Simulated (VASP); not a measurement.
# KI (Cmcm) in VASP: vibrations by perturbation theory with LDA

Aim: the vibrations by perturbation theory of KI with LDA.

Program: VASP 6.6.1. These are calculated values, not measurements. Logs are shortened: lines on timing, memory, paths and dates and some standing lists are left out, and cuts for length are marked.

## (1) The cell of the first run

It takes space group Cmcm (No. 63, orthorhombic). The conventional cell has a = 5.025 Å, b = 8.510 Å, c = 8.677 Å, α = 90.00°, β = 90.00°, γ = 90.00°. K (site symmetry 2/m) has 6 I at 3.59 to 3.62 Å and 2 K at 4.34 Å within 4.7 Å. I (site symmetry m2m) has 6 K at 3.59 to 3.62 Å within 4.7 Å.

## (2) Vibrations by perturbation theory, LDA

INCAR

```
SYSTEM = KI
  PREC = Accurate
  ENCUT = 520
  EDIFF = 1E-8
  ISMEAR = 1
  SIGMA = 0.05
  LREAL = .FALSE.
  LASPH = .TRUE.
  NELM = 100
  ALGO = Normal
  ISIF = 2
  LWAVE = .FALSE.
  LCHARG = .FALSE.
  GGA = CA
  IBRION = 8
  NSW = 1
```

KPOINTS

```
regular mesh
0
G
  4 4 2
  0 0 0
```

POSCAR

```
KI
1.0
    2.5126600000     -4.2552270000      0.0000000000
    2.5126600000      4.2552270000      0.0000000000
    0.0000000000      0.0000000000      8.6765890000
K I
2 2
Direct
    0.5000000000      0.5000000000      0.5000000000
    0.5000000000      0.5000000000      0.0000000000
    0.8402299995      0.1597700005      0.2500000000
    0.1597700005      0.8402299995      0.7500000000
```

Potentials or basis: VASP PAW LDA potentials, release 64 (K_sv, I).

Run with:

```bash
> cat potpaw_LDA.64/K_sv/POTCAR potpaw_LDA.64/I/POTCAR > POTCAR
> mpirun -np 1 vasp_std > vasp.out
```

OUTCAR:

```text
SYSTEM = KI
   PREC = Accurate
   ENCUT = 520
   EDIFF = 1E-8
   ISMEAR = 1
   LREAL = .FALSE.
   LASPH = .TRUE.
   NELM = 100
   ISIF = 2
   GGA = CA
   IBRION = 8
   NSW = 1

 ion  position               nearest neighbor table
   1  0.500  0.500  0.500-   4 3.59   3 3.59   4 3.59   3 3.59   3 3.62   4 3.62
   2  0.500  0.500  0.000-   4 3.59   3 3.59   4 3.59   3 3.59   3 3.62   4 3.62
   3  0.840  0.160  0.250-   1 3.59   2 3.59   1 3.59   2 3.59   1 3.62   2 3.62
   4  0.160  0.840  0.750-   1 3.59   2 3.59   1 3.59   2 3.59   1 3.62   2 3.62

  LATTYP: Found a base centered orthorhombic cell.
 ALAT       =     5.0253200000
 B/A-ratio  =     1.6935148408
 C/A-ratio  =     1.7265744271

  Lattice vectors:

 A1 = (   2.5126600000,  -4.2552270000,   0.0000000000)
 A2 = (   2.5126600000,   4.2552270000,   0.0000000000)
 A3 = (   0.0000000000,   0.0000000000,   8.6765890000)

Analysis of symmetry for initial positions (statically):
=====================================================================
 Subroutine PRICEL returns:
 Original cell was already a primitive cell.

 Routine SETGRP: Setting up the symmetry group for a
 base centered orthorhombic supercell.

 Subroutine GETGRP returns: Found  8 space group operations
 (whereof  4 operations were pure point group operations)
 out of a pool of  8 trial point group operations.

The static configuration has the point symmetry C_2h.
 The point group associated with its full space group is D_2h.

Analysis of symmetry for dynamics (positions and initial velocities):
=====================================================================
 Subroutine PRICEL returns:
 Original cell was already a primitive cell.

[... 518 lines left out ...]

------------------------ aborting loop because EDIFF is reached ----------------------------------------

--------------------------------------- Ionic step       11  -------------------------------------------

------------------------ aborting loop because EDIFF is reached ----------------------------------------

--------------------------------------- Ionic step       12  -------------------------------------------

 Free energy of the ion-electron system (eV)
  ---------------------------------------------------
  ---------------------------------------------------
  free energy    TOTEN  =        -0.10058241 eV

  energy without entropy =       -0.10058241

------------------------ aborting loop because EDIFF is reached ----------------------------------------

 INTERNAL STRAIN TENSOR  FOR ION    3  DIRECTION 3   (eV/Angst):
 -----------------------------------------------------------------------------
     0.00106  0.00000  0.00000
     0.00000 -0.00158 -0.11272
     0.00000 -0.11265  0.00044

 INTERNAL STRAIN TENSOR FOR ION    4 for displacements in x,y,z  (eV/Angst):
          X           Y           Z          XY          YZ          ZX
  --------------------------------------------------------------------------------
  x     0.00000     0.00000     0.00000     0.47572     0.00000     0.00000
  y     0.49751    -0.47234     0.11555     0.00000     0.00000     0.00000
  z     0.00000     0.00000     0.00000     0.00000     0.11265     0.00000

 SECOND DERIVATIVES (NOT SYMMETRIZED)
 ------------------------------------
               1X          1Y          1Z          2X          2Y          2Z          3X          3Y          3Z          4X          4Y          4Z
  1X    -0.630501    0.000000    0.000000   -0.034234    0.000000    0.000000    0.332368    0.000000    0.000000    0.332368    0.000000    0.000000
  1Y     0.000000   -0.525447    0.043907    0.000000   -0.037247    0.001230    0.000000    0.281347   -0.022569    0.000000    0.281347   -0.022569
  1Z     0.000000    0.043114   -1.491701    0.000000   -0.001905    0.820837    0.000000   -0.020604    0.335432    0.000000   -0.020604    0.335432
  2X    -0.034234    0.000000    0.000000   -0.630501    0.000000    0.000000    0.332368    0.000000    0.000000    0.332368    0.000000    0.000000
  2Y     0.000000   -0.037247   -0.001230    0.000000   -0.525447   -0.043907    0.000000    0.281347    0.022569    0.000000    0.281347    0.022569
  2Z     0.000000    0.001905    0.820837    0.000000   -0.043114   -1.491701    0.000000    0.020604    0.335432    0.000000    0.020604    0.335432
  3X     0.331181    0.000000    0.000000    0.331181    0.000000    0.000000   -0.706389    0.000000    0.000000    0.044028    0.000000    0.000000
  3Y     0.000000    0.284462   -0.021315    0.000000    0.284462    0.021315    0.000000   -0.616441    0.000000    0.000000    0.047518    0.000000
  3Z     0.000000   -0.023653    0.334517    0.000000    0.023653    0.334517    0.000000   -0.000000   -1.092496    0.000000   -0.000000    0.423463
  4X     0.331181    0.000000    0.000000    0.331181    0.000000    0.000000    0.044028    0.000000    0.000000   -0.706389    0.000000    0.000000
  4Y     0.000000    0.284462   -0.021315    0.000000    0.284462    0.021315    0.000000    0.047518    0.000000    0.000000   -0.616441    0.000000
  4Z     0.000000   -0.023653    0.334517    0.000000    0.023653    0.334517    0.000000   -0.000000    0.423463    0.000000   -0.000000   -1.092496

 Eigenvectors and eigenvalues of the dynamical matrix
 ----------------------------------------------------

   1 f  =    3.803251 THz    23.896529 2PiTHz  126.862791 cm-1    15.728974 meV
             X         Y         Z           dx          dy          dz
      2.512660  0.000000  4.338294    -0.000000    0.018801   -0.706780
      2.512660  0.000000  0.000000    -0.000000    0.018801    0.706780
      2.512660 -2.895512  2.169147     0.000000   -0.010450    0.000000
      2.512660  2.895512  6.507442     0.000000   -0.010450    0.000000
[... 71 lines left out ...]
  12 f/i=    0.005035 THz     0.031637 2PiTHz    0.167956 cm-1     0.020824 meV
             X         Y         Z           dx          dy          dz
      2.512660  0.000000  4.338294    -0.000000    0.344616    0.000038
      2.512660  0.000000  0.000000    -0.000000    0.344616   -0.000038
      2.512660 -2.895512  2.169147    -0.000000    0.617446    0.000000
      2.512660  2.895512  6.507442    -0.000000    0.617446    0.000000

--------------------------------------------------------------------------------------------------------

 ELASTIC MODULI CONTR FROM IONIC RELAXATION (kBar)
 Direction    XX          YY          ZZ          XY          YZ          ZX
 --------------------------------------------------------------------------------
 XX          -6.4382      6.1125     -1.4953      0.0000     -0.0000      0.0000
 YY           6.1125     -5.8033      1.4197     -0.0000      0.0000      0.0000
 ZZ          -1.4953      1.4197     -0.3473      0.0000     -0.0000      0.0000
 XY           0.0000     -0.0000      0.0000     -5.2083      0.0000      0.0000
 YZ          -0.0000      0.0000     -0.0000      0.0000     -0.1446      0.0000
 ZX           0.0000      0.0000      0.0000      0.0000      0.0000      0.0000
 --------------------------------------------------------------------------------
```

stdout:

```text
POSCAR found type information on POSCAR K I
 POSCAR found :  2 types and       4 ions
 scaLAPACK will be used
 LDA part: xc-table for (Slater(with rela. corr.)+CA(PZ))
 , standard interpolation
 POSCAR, INCAR and KPOINTS ok, starting setup
 FFT: planning ... GRIDC
 FFT: planning ... GRID_SOFT
 FFT: planning ... GRID
 WAVECAR not read
 entering main loop
 Linear response reoptimize wavefunctions to high precision
 Linear response DOF=           6
 Linear response progress:
 first order change of Fermi-energy  -0.65198E-04
 force on displaced ion       1 direction 1 :  -0.631   0.000   0.000
 Linear response progress:
 first order change of Fermi-energy  -0.35782E-04
 force on displaced ion       1 direction 2 :   0.000  -0.525   0.044
 Linear response progress:
 first order change of Fermi-energy   0.58111E-05
 force on displaced ion       1 direction 3 :   0.000   0.043  -1.492
 Linear response progress:
 first order change of Fermi-energy   0.29421E-03
 force on displaced ion       3 direction 1 :  -0.706  -0.000   0.000
 Linear response progress:
 first order change of Fermi-energy  -0.13639E+00
 force on displaced ion       3 direction 2 :   0.000  -0.616   0.000
 Linear response progress:
 first order change of Fermi-energy  -0.11689E-05
 force on displaced ion       3 direction 3 :   0.000   0.000  -1.092
 Linear response finished
```

It took 14 min on 1 thread of Intel Xeon Platinum 8259CL at 2.50GHz (Skylake/Cascade Lake), shared host; peak memory 0.46 GiB.

What came out:

```
Highest phonon frequency at Γ, LO-TO splitting left out : 127 cm⁻¹
```

Phonon frequencies in cm⁻¹ (negative: imaginary):
| q point | frequencies |
| --- | --- |
| (0.000, 0.000, 0.000) | 0 0 0 38 40 57 58 64 72 78 78 127 |

Caveat: the k points lie up to 0.36 Å⁻¹ apart; the cell stands under pressure or tension, which shifts response properties; spin-orbit coupling is left out, which moves the levels of the heavy elements.
